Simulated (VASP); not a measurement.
# InP (Fm-3m) in VASP: settings compared, part 2 of 2

VASP 6.6.1. The steps go on from the part before.

## (3) Single point, RPBE (volume scaled by 0.96)

File INCAR:

```
PREC = Accurate
ENCUT = 500
EDIFF = 1E-6
ISMEAR = 0
SIGMA = 0.05
LREAL = F
LASPH = T
NELM = 120
ALGO = Normal
ISIF = 2
LWAVE = F
LCHARG = F
GGA = RP
NBANDS = 16
GGA_COMPAT = F
```

File KPOINTS:

```
regular mesh
0
Gamma
  8 8 8
```

File POSCAR:

```
InP
1.0
    0.0000000000      2.7540940590      2.7540940590
    2.7540940590      0.0000000000      2.7540940590
    2.7540940590      2.7540940590      0.0000000000
In P
1 1
Direct
    0.0000000000      0.0000000000      0.0000000000
    0.5000000000      0.5000000000      0.5000000000
```

Potentials or basis: VASP PAW PBE potentials, release 64 (In_d, P).

The run is started by

```bash
> cat potpaw_PBE.64/In_d/POTCAR potpaw_PBE.64/P/POTCAR > POTCAR
> mpirun -np 1 vasp_std > vasp.out
```

OUTCAR:

```text
PREC = Accurate
   ENCUT = 500
   EDIFF = 1E-6
   ISMEAR = 0
   LREAL = F
   LASPH = T
   NELM = 120
   ISIF = 2
   GGA = RP

 ion  position               nearest neighbor table
   1  0.000  0.000  0.000-   2 2.75   2 2.75   2 2.75   2 2.75   2 2.75   2 2.75
   2  0.500  0.500  0.500-   1 2.75   1 2.75   1 2.75   1 2.75   1 2.75   1 2.75

  LATTYP: Found a face centered cubic cell.
 ALAT       =     5.5081881180

  Lattice vectors:

[... 640 lines left out ...]

 [... further k-points ...]

------------------------ aborting loop because EDIFF is reached ----------------------------------------

  FORCE on cell =-STRESS in cart. coord.  units (eV):
  Direction    XX          YY          ZZ          XY          YZ          ZX
  --------------------------------------------------------------------------------------
  -------------------------------------------------------------------------------------
  Total        0.7788243      0.7788243      0.7788243      0.0000000      0.0000000      0.0000000
  in kB       29.8664607     29.8664607     29.8664607      0.0000000      0.0000000      0.0000000
  external PRESSURE =      29.8664607 kB  Pullay stress =       0.0000000 kB

 VOLUME and BASIS-vectors are now :
 -----------------------------------------------------------------------------
  energy-cutoff  :      500.00
  volume of cell :       41.78
      direct lattice vectors                 reciprocal lattice vectors
     0.000000000  2.754094059  2.754094059    -0.181547903  0.181547903  0.181547903
     2.754094059  0.000000000  2.754094059     0.181547903 -0.181547903  0.181547903
     2.754094059  2.754094059  0.000000000     0.181547903  0.181547903 -0.181547903

 POSITION                                       TOTAL-FORCE (eV/Angst)
 -----------------------------------------------------------------------------------
      0.00000      0.00000      0.00000        -0.000000      0.000000      0.000000
      2.75409      2.75409      2.75409         0.000000      0.000000     -0.000000
 -----------------------------------------------------------------------------------
    total drift:                               -0.000000      0.000000      0.000000

  FREE ENERGIE OF THE ION-ELECTRON SYSTEM (eV)
  ---------------------------------------------------
  free  energy   TOTEN  =        -7.1637272637 eV

  energy  without entropy=       -7.1620658892  energy(sigma->0) =       -7.16289658
```

OSZICAR:

```text
N       E                     dE             d eps       ncg     rms          rms(c)
DAV:   1     0.110144461612E+03    0.11014E+03   -0.83605E+03   952   0.129E+03
DAV:   2    -0.823394047555E+00   -0.11097E+03   -0.10593E+03  1040   0.305E+02
DAV:   3    -0.732400027427E+01   -0.65006E+01   -0.63681E+01  1176   0.707E+01
DAV:   4    -0.747678683117E+01   -0.15279E+00   -0.15274E+00  1176   0.112E+01
DAV:   5    -0.748382349634E+01   -0.70367E-02   -0.70364E-02  1336   0.210E+00    0.528E+00
DAV:   6    -0.717781855756E+01    0.30600E+00   -0.50383E-01  1384   0.118E+01    0.317E+00
DAV:   7    -0.716270852613E+01    0.15110E-01   -0.12092E-01  1408   0.313E+00    0.129E+00
DAV:   8    -0.716378131826E+01   -0.10728E-02   -0.14356E-02  1320   0.172E+00    0.194E-01
DAV:   9    -0.716370648364E+01    0.74835E-04   -0.23153E-03  1440   0.816E-01    0.107E-01
DAV:  10    -0.716370204757E+01    0.44361E-05   -0.15274E-04  1168   0.114E-01    0.580E-02
DAV:  11    -0.716372646921E+01   -0.24422E-04   -0.89919E-05  1256   0.840E-02    0.159E-02
DAV:  12    -0.716372722712E+01   -0.75791E-06   -0.11973E-05  1176   0.273E-02    0.166E-02
DAV:  13    -0.716372726366E+01   -0.36541E-07   -0.61063E-07   848   0.550E-03
   1 F= -.71637273E+01 E0= -.71628966E+01  d E =-.166137E-02
```

Wall time 32 s (1 thread of Intel Xeon 8259CL, shared host); peak memory 0.16 GiB.

What came out:

| Item | Value |
| --- | --- |
| Free energy | -7.1637 eV |
| Pressure | 3.0 GPa |
| Band gap on the k mesh | zero (band 9 reaches 7.64 eV, above the bottom of band 10 at 4.97 eV) |

Caveat: the PAW data sets were made with another functional, which shifts forces and pressure a little; spin-orbit coupling is left out, which moves the levels of the heavy elements.

## (4) Single point, LDA (volume scaled by 1.04)

File INCAR:

```
ALGO     = Normal         # electronic algorithm
EDIFF    = 1E-6           # SCF threshold, eV
ENCUT    = 500            # plane-wave cutoff, eV
GGA      = CA             # functional
GGA_COMPAT= F            
ISIF     = 2              # what is computed and relaxed
ISMEAR   = 0              # smearing method
LASPH    = T              # aspherical terms in the spheres
LCHARG   = F              # write CHGCAR
LREAL    = F              # projectors in reciprocal space
LWAVE    = F              # write WAVECAR
NBANDS   = 16             # bands
NELM     = 120            # most SCF steps
PREC     = Accurate       # precision mode
SIGMA    = 0.05           # smearing width, eV
```

File KPOINTS:

```
k-points
0
Gamma
  8 8 8
```

File POSCAR:

```
InP
1.0
    0.0000000000      2.7428230946      2.7428230946
    2.7428230946      0.0000000000      2.7428230946
    2.7428230946      2.7428230946      0.0000000000
In P
1 1
Direct
    0.0000000000      0.0000000000      0.0000000000
    0.5000000000      0.5000000000      0.5000000000
```

Potentials or basis: VASP PAW LDA potentials, release 64 (In_d, P).

The run is started by

```bash
> cat potpaw_LDA.64/In_d/POTCAR potpaw_LDA.64/P/POTCAR > POTCAR
> mpirun -np 1 vasp_std > vasp.out
```

Wall time 34 s (1 thread of Intel Xeon 8259CL, shared host); peak memory 0.15 GiB.

It converged, with:

```
Free energy            : -9.2935 eV
Pressure               : -3.1 GPa
Band gap on the k mesh : zero (band 9 reaches 7.54 eV, above the bottom of band 10 at 4.78 eV)
```

Levels at points of the mesh, in eV from the Fermi level:
| k point | band 5 | band 6 | band 7 | band 8 | band 9 | band 10 | band 11 | band 12 | band 13 | band 14 |
| --- | --- | --- | --- | --- | --- | --- | --- | --- | --- | --- |
| (0.00, 0.00, 0.00) | -14.27 | -12.30 | -0.37 | -0.37 | -0.37 | 0.52 | 7.05 | 7.05 | 7.05 | 8.38 |
| (0.50, 0.00, 0.00) | -14.18 | -10.09 | -6.94 | 0.12 | 0.12 | 2.33 | 3.22 | 3.22 | 5.20 | 11.09 |
| (0.50, 0.50, 0.00) | -14.15 | -8.89 | -5.22 | -2.71 | -2.51 | -2.51 | 3.69 | 9.86 | 9.86 | 10.18 |

Caveat: spin-orbit coupling is left out, which moves the levels of the heavy elements.

## (5) Single point, PBEsol (volume scaled by 1.02)

File INCAR:

```
PREC = Accurate ; ENCUT = 500
EDIFF = 1E-6 ; ISMEAR = 0
SIGMA = 0.05 ; LREAL = F
LASPH = T ; NELM = 120
ALGO = Normal ; ISIF = 2
LWAVE = F ; LCHARG = F
GGA = PS ; NBANDS = 16
GGA_COMPAT = F
```

File KPOINTS:

```
regular mesh
0
Gamma
  8 8 8
```

File POSCAR:

```
InP
1.0
    0.0000000000      2.7459685932      2.7459685932
    2.7459685932      0.0000000000      2.7459685932
    2.7459685932      2.7459685932      0.0000000000
In P
1 1
Direct
    0.0000000000      0.0000000000      0.0000000000
    0.5000000000      0.5000000000      0.5000000000
```

Potentials or basis: VASP PAW PBE potentials, release 64 (In_d, P).

The run is started by

```bash
> cat potpaw_PBE.64/In_d/POTCAR potpaw_PBE.64/P/POTCAR > POTCAR
> mpirun -np 1 vasp_std > vasp.out
```

Wall time 31 s (1 thread of Intel Xeon 8259CL, shared host); peak memory 0.16 GiB.

Results (log left out):

| Item | Value |
| --- | --- |
| Free energy | -8.7815 eV |
| Pressure | -1.6 GPa |
| Band gap on the k mesh | zero (band 9 reaches 7.57 eV, above the bottom of band 10 at 4.82 eV) |

Levels at points of the mesh, in eV from the Fermi level:
```
           k point  band 7  band 8  band 9  band 10  band 11  band 12
(0.00, 0.00, 0.00)   -0.38   -0.38   -0.38     0.57     6.97     6.97
(0.50, 0.00, 0.00)   -6.93    0.08    0.08     2.32     3.23     3.23
(0.50, 0.50, 0.00)   -5.25   -2.65   -2.53    -2.53     3.60     9.92
```

Caveat: the PAW data sets were made with another functional, which shifts forces and pressure a little; spin-orbit coupling is left out, which moves the levels of the heavy elements.

## (6) The runs side by side

```csv
level,potentials or basis,cell,gap on the mesh (eV),pressure (GPa)
PBEsol,"VASP PAW PBE potentials, release 64 (In_d, P)","a = 3.832 Å, angles 60.0°, 2 atoms",none,1.8
RPBE,"VASP PAW PBE potentials, release 64 (In_d, P)","a = 3.895 Å, angles 60.0°, 2 atoms",none,3.0
LDA,"VASP PAW LDA potentials, release 64 (In_d, P)","a = 3.879 Å, angles 60.0°, 2 atoms",none,-3.1
PBEsol,"VASP PAW PBE potentials, release 64 (In_d, P)","a = 3.883 Å, angles 60.0°, 2 atoms",none,-1.6
```

Alike in all rows: task single point; no spin polarisation; k mesh 8 × 8 × 8; cutoff (eV) 500; smearing gaussian 0.05 eV.

Caveats: spin-orbit coupling is left out, which moves the levels of the heavy elements; the PAW data sets were made with another functional, which shifts forces and pressure a little (some runs).

Absolute energies hang on the potentials; compare differences alone.
